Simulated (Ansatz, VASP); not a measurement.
**One calculation of BAs, two programs**

```
B As
1.0
     0.00000    2.45531    2.45531
     2.45531    0.00000    2.45531
     2.45531    2.45531    0.00000
B As
1 1
Direct
  0.00000 0.00000 0.00000
  0.25000 0.25000 0.25000
```

Alike in both runs: task single point; functional HSE06; k mesh 8 × 8 × 8; occupations gaussian, width 0.02 eV; no spin polarisation.

|  | VASP | Ansatz |
| --- | --- | --- |
| version | VASP 6.6.1 | Ansatz 0.2.0 |
| potentials or method | VASP PAW PBE potentials, release 64 (B, As), cutoff 420 eV | scalar-relativistic, plane waves, PAW |
| valence electrons in the cell | 8 | 18 |

Ansatz gave:

| Item | Value |
| --- | --- |
| gap on the k mesh at the Fermi level (eV) | 1.91 |
| least direct gap on the mesh (eV) | 4.01 |

Task: What did VASP give for the same quantities?

Result: gap on the k mesh at the Fermi level (eV): 1.92; least direct gap on the mesh (eV): 4.00.

The functional is the same, so the differences come from potentials, cutoffs and numerics. VASP's potentials hold 8 valence electrons a cell and Ansatz's 18, so a difference there can come from the potentials and not from the codes. Ansatz's warnings: stress exchange threshold loose, stress scf threshold loose.
